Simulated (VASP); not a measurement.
# Al (I4/mmm) in VASP: notebook

Runs on Al. Level: LDA. Tasks: single point.

All numbers are computed with VASP 6.6.1; they aren't measurements. Logs are shortened: lines on timing, memory, paths and dates and some standing lists are left out, and cuts for length are marked.

## 1. The cell of the first run

The structure is tetragonal, space group I4/mmm (No. 139). Conventional cell: a = 2.862 Å, b = 2.862 Å, c = 4.119 Å, α = 90.00°, β = 90.00°, γ = 90.00°. Within 3.8 Å of Al (site symmetry 4/mmm) lie 12 Al at 2.86 to 2.89 Å.

## 2. Single point, LDA (strain +0.0175 x Voigt [0, 1, 0, 0, 0, 0])

INCAR reads:

```
SYSTEM = Al
PREC = Accurate
ENCUT = 520
EDIFF = 1E-6
ISMEAR = 0
SIGMA = 0.15
LREAL = .False.
LASPH = .True.
NELM = 80
ALGO = Fast
ISIF = 2
LWAVE = .False.
LCHARG = .False.
GGA = CA
NBANDS = 8
```

KPOINTS reads:

```
Automatic mesh
0
Gamma
  20 20 20
  0 0 0
```

POSCAR reads:

```
Al
1.0
    0.0000000000      2.0593996500      2.0239800000
    2.0239800000      0.0000000000      2.0239800000
    2.0239800000      2.0593996500      0.0000000000
Al
1
Direct
    0.0000000000      0.0000000000      0.0000000000
```

Potentials or basis: VASP PAW LDA potentials, release 64 (Al).

On the command line:

```
$ cat potpaw_LDA.64/Al/POTCAR > POTCAR
$ mpirun -np 1 vasp_std > vasp.out
```

OUTCAR:

```text
SYSTEM = Al
   PREC = Accurate
   ENCUT = 520
   EDIFF = 1E-6
   ISMEAR = 0
   LREAL = .False.
   LASPH = .True.
   NELM = 80
   ISIF = 2
   GGA = CA

 ion  position               nearest neighbor table
   1  0.000  0.000  0.000-

  LATTYP: Found a body centered tetragonal cell.
 ALAT       =     2.8623399660
 C/A-ratio  =     1.4389622997

  Lattice vectors:

 A1 = (   0.0000000000,  -2.0593996500,   2.0239800000)
 A2 = (   0.0000000000,  -2.0593996500,  -2.0239800000)
 A3 = (   2.0239800000,   2.0593996500,   0.0000000000)

Analysis of symmetry for initial positions (statically):
=====================================================================
 Subroutine PRICEL returns:
 Original cell was already a primitive cell.

 Routine SETGRP: Setting up the symmetry group for a
 body centered tetragonal supercell.

 Subroutine GETGRP returns: Found 16 space group operations
 (whereof 16 operations were pure point group operations)
 out of a pool of 16 trial point group operations.

The static configuration has the point symmetry D_4h.

Analysis of symmetry for dynamics (positions and initial velocities):
=====================================================================
 Subroutine PRICEL returns:
 Original cell was already a primitive cell.

 Routine SETGRP: Setting up the symmetry group for a
 body centered tetragonal supercell.

 Subroutine GETGRP returns: Found 16 space group operations
 (whereof 16 operations were pure point group operations)
 out of a pool of 16 trial point group operations.

The dynamic configuration has the point symmetry D_4h.

 Subroutine INISYM returns: Found 16 space group operations
 (whereof 16 operations are pure point group operations),
 and found     1 'primitive' translations

----------------------------------------------------------------------------------------

                                     Primitive cell

  volume of cell :      16.8726

  direct lattice vectors                    reciprocal lattice vectors
     0.000000000  2.059399650  2.023980000    -0.247038014  0.242789203  0.247038014
     2.023980000  0.000000000  2.023980000     0.247038014 -0.242789203  0.247038014
     2.023980000  2.059399650  0.000000000     0.247038014  0.242789203 -0.247038014

  length of vectors
     2.887494062  2.862339966  2.887494062     0.425443484  0.425443484  0.425443484

  position of ions in fractional coordinates (direct lattice)
     0.000000000  0.000000000  0.000000000

  ion indices of the primitive-cell ions
   primitive index   ion index
                 1           1

----------------------------------------------------------------------------------------

 KPOINTS: Automatic mesh

Automatic generation of k-mesh.
 Grid dimensions read from file:
 generate k-points for:   20   20   20

 Generating k-lattice:

  Cartesian coordinates                     Fractional coordinates (reciprocal lattice)
    -0.012351901  0.012139460  0.012351901     0.050000000  0.000000000  0.000000000
     0.012351901 -0.012139460  0.012351901     0.000000000  0.050000000  0.000000000
     0.012351901  0.012139460 -0.012351901     0.000000000  0.000000000  0.050000000

  Length of vectors
     0.021272174  0.021272174  0.021272174

  Shift w.r.t. Gamma in fractional coordinates (k-lattice)
     0.000000000  0.000000000  0.000000000

 Subroutine IBZKPT returns following result:
 ===========================================

 Found    641 irreducible k-points:

 Following reciprocal coordinates:
            Coordinates               Weight
  0.000000  0.000000  0.000000      1.000000
  0.050000  0.000000 -0.000000      8.000000
  0.100000  0.000000 -0.000000      8.000000
  0.150000  0.000000 -0.000000      8.000000
  0.200000  0.000000 -0.000000      8.000000
  0.250000  0.000000 -0.000000      8.000000
[... 16 lines left out ...]
 -0.400000  0.050000  0.000000     16.000000
 -0.350000  0.050000  0.000000     16.000000
 [... further k-points ...]
   k-points           NKPTS =    641   k-points in BZ     NKDIM =    641   number of bands    NBANDS=      8
   number of dos      NEDOS =    301   number of ions     NIONS =      1
   total plane-waves  NPLWV =  13824
   dimension x,y,z NGX =    24 NGY =   24 NGZ =   24
   dimension x,y,z NGXF=    48 NGYF=   48 NGZF=   48
   ions per type =               1
   NGX,Y,Z   is equivalent  to a cutoff of  13.82, 13.94, 13.82 a.u.
   NGXF,Y,Z  is equivalent  to a cutoff of  27.64, 27.88, 27.64 a.u.
 SYSTEM =  Al
   PREC   = accura    normal or accurate (medium, high low for compatibility)
   ISTART =      0    job   : 0-new  1-cont  2-samecut
   ICHARG =      2    charge: 1-file 2-atom 10-const
   ISPIN  =      1    spin polarized calculation?
   LNONCOLLINEAR =      F non collinear calculations
   LSORBIT =      F    spin-orbit coupling
   LASPH  =      T    aspherical Exc in radial PAW
   ENCUT  =  520.0 eV  38.22 Ry    6.18 a.u.   5.37  5.32  5.37*2*pi/ulx,y,z
   NELM   =     80;   NELMIN=  2; NELMDL= -5     # of ELM steps
   EDIFF  = 0.1E-05   stopping-criterion for ELM
   LREAL  =      F    real-space projection
   EDIFFG = 0.1E-04   stopping-criterion for IOM
   NSW    =      0    number of steps for IOM
   IBRION =     -1    ionic relax: 0-MD 1-quasi-New 2-CG
   NFREE  =      0    steps in history (QN), initial steepest desc. (CG)
   ISIF   =      2    stress and relaxation
   ISYM   =      2    0-nonsym 1-usesym 2-fastsym
   POTIM  = 0.5000    time-step for ionic-motion
   TEBEG  =    0.0;   TEEND  =   0.0 temperature during run
   PSTRESS=    0.0 pullay stress
   NELECT =       3.0000    total number of electrons
   NUPDOWN=      -1.0000    fix difference up-down
   EMIN   =  10.00;   EMAX   =-10.00  energy-range for DOS
   EFERMI =   0.00;   METHOD = LEGACY
   ISMEAR =     0;   SIGMA  =   0.15  broadening in eV -4-tet -1-fermi 0-gaus
   EFERMI_NEDOS =   21; number of points for ismear=-14 and -15
   IALGO  =     68    algorithm
   IMIX   =      4    mixing-type and parameters
     AMIX     =   0.40;   BMIX     =  1.00
     AMIX_MAG =   1.60;   BMIX_MAG =  1.00
  volume/ion in A,a.u.               =      16.87       113.86
  Fermi-wavevector in a.u.,A,eV,Ry     =   0.920565  1.739615 11.530108  0.847439
  Thomas-Fermi vector in A             =   2.045884
   LORBIT       =      0    0 simple, 1 ext, 2 COOP (PROOUT), +10 PAW based schemes
   GGA     = CA    functional components
   LHFCALC =     F    Hartree Fock is set to
   AEXX    =    0.0000 exact exchange contribution
   IVDW    =     0    specifies the selected vdW correction
   LEPSILON=     F    determine dielectric tensor
   LRPA    =     F    only Hartree local field effects (RPA)
 non-spin polarized calculation
 RMM-DIIS sequential band-by-band and
 Gauss-broadening in eV      SIGMA  =   0.15
  energy-cutoff  :      520.00
  volume of cell :       16.87
 maximum number of plane-waves:       467
 NGX is ok and might be reduce to    24
   NGX = 11   NGY = 11   NGZ = 11

 number of electron       3.0000000 magnetization

 Free energy of the ion-electron system (eV)
  ---------------------------------------------------
  ext. energy  EPLUGINS =         0.00000000
  ---------------------------------------------------
  free energy    TOTEN  =        -4.17684600 eV

  energy without entropy =       -4.17197568  energy(sigma->0) =       -4.17441084

 E-fermi :   7.5991     XC(G=0): -10.2616

 val. band max:        7.5852993080   @ k =   0.3500  -0.2500   0.1000
 cond. band min:       7.6096842383   @ k =  -0.4000   0.3500   0.0000
 fundamental gap:      0.0243849303
 Fermi energy:         7.5990734245

 k-point     1 :       0.0000    0.0000    0.0000
  band No.  band energies     occupation
      1      -3.3860      2.00000
      2      19.8902      0.00000
      3      20.0788      0.00000
      4      20.0788      0.00000
      5      21.1489      0.00000
      6      21.1489      0.00000
      7      21.1953      0.00000
      8      24.0174      0.00000

 k-point     2 :       0.0500    0.0000   -0.0000
  band No.  band energies     occupation
      1      -3.3192      2.00000
      2      18.6695      0.00000
      3      19.6495      0.00000
      4      19.7667      0.00000
      5      21.5636      0.00000
      6      21.5811      0.00000
      7      21.8007      0.00000
      8      24.6842      0.00000

 k-point     3 :       0.1000    0.0000   -0.0000
  band No.  band energies     occupation
      1      -3.1189      2.00000
      2      16.7231      0.00000
      3      19.1471      0.00000
      4      19.2855      0.00000
      5      21.9962      0.00000
      6      22.3367      0.00000
      7      22.3465      0.00000
      8      25.0296      0.00000

 k-point     4 :       0.1500    0.0000   -0.0000
  band No.  band energies     occupation
      1      -2.7858      2.00000
      2      14.7389      0.00000
      3      18.6982      0.00000
      4      18.8659      0.00000
      5      21.9159      0.00000
      6      22.9432      0.00000
      7      23.1075      0.00000
      8      24.4200      0.00000

 k-point     5 :       0.2000    0.0000   -0.0000
  band No.  band energies     occupation
      1      -2.3207      2.00000
      2      12.8012      0.00000
      3      18.3434      0.00000
      4      18.5439      0.00000
      5      21.7807      0.00000
      6      22.5134      0.00000
      7      23.0526      0.00000
      8      24.9351      0.00000

 k-point     6 :       0.2500    0.0000   -0.0000
  band No.  band energies     occupation
      1      -1.7250      2.00000
      2      10.9402      0.00000
      3      18.0932      0.00000
      4      18.3283      0.00000
      5      21.6745      0.00000
      6      21.6770      0.00000
      7      22.2481      0.00000
      8      25.9749      0.00000

 k-point     7 :       0.3000    0.0000   -0.0000
  band No.  band energies     occupation
      1      -1.0001      2.00000
      2       9.1708      0.00000
      3      17.9513      0.00000
      4      18.2222      0.00000
      5      20.8560      0.00000
      6      21.4040      0.00000
      7      21.6419      0.00000
      8      25.2222      0.00000

 k-point     8 :       0.3500    0.0000   -0.0000
  band No.  band energies     occupation
      1      -0.1481      2.00000
      2       7.5019      1.64045
      3      17.9188      0.00000
      4      18.2263      0.00000
      5      20.1208      0.00000
      6      20.6354      0.00000
      7      21.7020      0.00000
      8      24.4178      0.00000

 k-point     9 :       0.4000    0.0000   -0.0000
  band No.  band energies     occupation
      1       0.8289      2.00000
      2       5.9394      2.00000
      3      17.9945      0.00000
      4      18.3400      0.00000
      5      19.4900      0.00000
      6      19.9679      0.00000
      7      21.8677      0.00000
      8      23.7011      0.00000

 k-point    10 :       0.4500    0.0000   -0.0000
  band No.  band energies     occupation
      1       1.9284      2.00000
      2       4.4879      2.00000
      3      18.1696      0.00000
      4      18.5563      0.00000
      5      18.9798      0.00000
      6      19.4170      0.00000
      7      22.1405      0.00000
      8      23.0905      0.00000
[... 78 lines left out ...]
 k-point    18 :       0.3500    0.0500   -0.0000
  band No.  band energies     occupation
      1      -0.3810      2.00000
      2       8.0880      0.00000
      3      17.0104      0.00000
      4      18.4188      0.00000
      5      19.4197      0.00000
      6      21.5298      0.00000
      7      22.4834      0.00000
      8      25.0312      0.00000

 k-point    19 :       0.4000    0.0500    0.0000
  band No.  band energies     occupation
      1       0.5552      2.00000
      2       6.4915      2.00000
      3      17.0584      0.00000
      4      18.4560      0.00000
      5      18.7422      0.00000
      6      20.8596      0.00000
      7      22.6100      0.00000
      8      24.3536      0.00000

 k-point    20 :       0.4500    0.0500   -0.0000
  band No.  band energies     occupation
      1       1.6146      2.00000
      2       5.0043      2.00000
      3      17.2178      0.00000
      4      18.0641      0.00000
      5      18.7163      0.00000
      6      20.2932      0.00000
      7      22.8202      0.00000
      8      23.7610      0.00000

 k-point    21 :       0.5000    0.0500   -0.0000
  band No.  band energies     occupation
      1       2.7932      2.00000
      2       3.6320      2.00000
      3      17.4847      0.00000
      4      17.5817      0.00000
      5      19.0109      0.00000
      6      19.8369      0.00000
      7      22.9454      0.00000
      8      23.4615      0.00000

 k-point    22 :      -0.4500    0.0500    0.0000
  band No.  band energies     occupation
      1       2.3696      2.00000
      2       4.0963      2.00000
      3      17.1970      0.00000
      4      17.8680      0.00000
      5      19.4266      0.00000
      6      19.4962      0.00000
      7      22.6707      0.00000
      8      23.7800      0.00000

 k-point    23 :      -0.4000    0.0500    0.0000
  band No.  band energies     occupation
      1       1.2316      2.00000
      2       5.5096      2.00000
      3      16.9300      0.00000
      4      18.3426      0.00000
      5      19.2814      0.00000
      6      19.9574      0.00000
      7      22.3876      0.00000
      8      24.3238      0.00000

 k-point    24 :      -0.3500    0.0500    0.0000
  band No.  band energies     occupation
      1       0.2148      2.00000
      2       7.0351      2.00000
      3      16.7770      0.00000
      4      18.8239      0.00000
      5      19.2828      0.00000
      6      20.5967      0.00000
      7      22.1996      0.00000
      8      24.9766      0.00000

 [... further k-points ...]
[... 5 lines left out ...]
  --------------------------------------------------------------------------------------
  -------------------------------------------------------------------------------------
  Total       -0.4670465     -0.5369755     -0.4670465      0.0000000      0.0000000      0.0000000
  in kB      -44.3493845    -50.9896462    -44.3493845      0.0000000      0.0000000      0.0000000
  external PRESSURE =     -46.5628051 kB  Pullay stress =       0.0000000 kB

 VOLUME and BASIS-vectors are now :
 -----------------------------------------------------------------------------
  energy-cutoff  :      520.00
  volume of cell :       16.87
      direct lattice vectors                 reciprocal lattice vectors
     0.000000000  2.059399650  2.023980000    -0.247038014  0.242789203  0.247038014
     2.023980000  0.000000000  2.023980000     0.247038014 -0.242789203  0.247038014
     2.023980000  2.059399650  0.000000000     0.247038014  0.242789203 -0.247038014

 POSITION                                       TOTAL-FORCE (eV/Angst)
 -----------------------------------------------------------------------------------
      0.00000      0.00000      0.00000        -0.000000      0.000000     -0.000000
 -----------------------------------------------------------------------------------
    total drift:                               -0.000000     -0.000000     -0.000000

  FREE ENERGIE OF THE ION-ELECTRON SYSTEM (eV)
  ---------------------------------------------------
  free  energy   TOTEN  =        -4.1768460012 eV

  energy  without entropy=       -4.1719756837  energy(sigma->0) =       -4.17441084
```

Wall time 37 s (1 thread of Intel Xeon 6975P-C, shared host); peak memory 0.18 GiB.

Results:

```yaml
Free_energy: -4.1768 eV
Pressure: -4.7 GPa
```

Caveat: the cell differs from its parent crystal (strain +0.0175 x Voigt [0, 1, 0, 0, 0, 0]).

## 3. Single point, LDA (strain +0.0200 x Voigt [0, 1, 0, 0, 0, 0])

INCAR reads:

```
SYSTEM = Al
ALGO = Normal
EDIFF = 1E-6
ENCUT = 520
GGA = CA
ISIF = 2
ISMEAR = 0
LASPH = .True.
LCHARG = .False.
LREAL = .False.
LWAVE = .False.
NBANDS = 8
NELM = 100
PREC = Accurate
SIGMA = 0.15
```

KPOINTS reads:

```
k-points
0
Gamma
  20 20 20
  0 0 0
```

POSCAR reads:

```
Al
1.0
    0.0000000000      2.0644596000      2.0239800000
    2.0239800000      0.0000000000      2.0239800000
    2.0239800000      2.0644596000      0.0000000000
Al
1
Direct
    0.0000000000      0.0000000000      0.0000000000
```

Potentials or basis: VASP PAW LDA potentials, release 64 (Al).

On the command line:

```
$ cat potpaw_LDA.64/Al/POTCAR > POTCAR
$ mpirun -np 1 vasp_std > vasp.out
```

It took 38 s on 1 thread of Intel Xeon 6975P-C, shared host; peak memory 0.18 GiB.

The run converged. Its results:

```
Free energy : -4.1755 eV
Pressure    : -4.8 GPa
```

Stress tensor (GPa, compression positive):
```
-4.53  0.00  0.00
 0.00 -5.38  0.00
 0.00  0.00 -4.53
```

Levels at points of the mesh, in eV from the Fermi level:
```tsv
k point	band 1	band 2	band 3	band 4	band 5	band 6
(0.00, 0.00, 0.00)	-10.97	12.26	12.48	12.48	13.52	13.52
(0.50, 0.00, 0.00)	-4.49	-4.40	10.68	11.06	11.18	11.51
(0.50, 0.50, 0.00)	-2.78	-1.52	5.19	5.20	5.34	8.57
(0.50, 0.00, 0.50)	-3.05	-1.92	5.40	5.62	5.62	8.94
```

Caveat: the cell differs from its parent crystal (strain +0.0200 x Voigt [0, 1, 0, 0, 0, 0]).
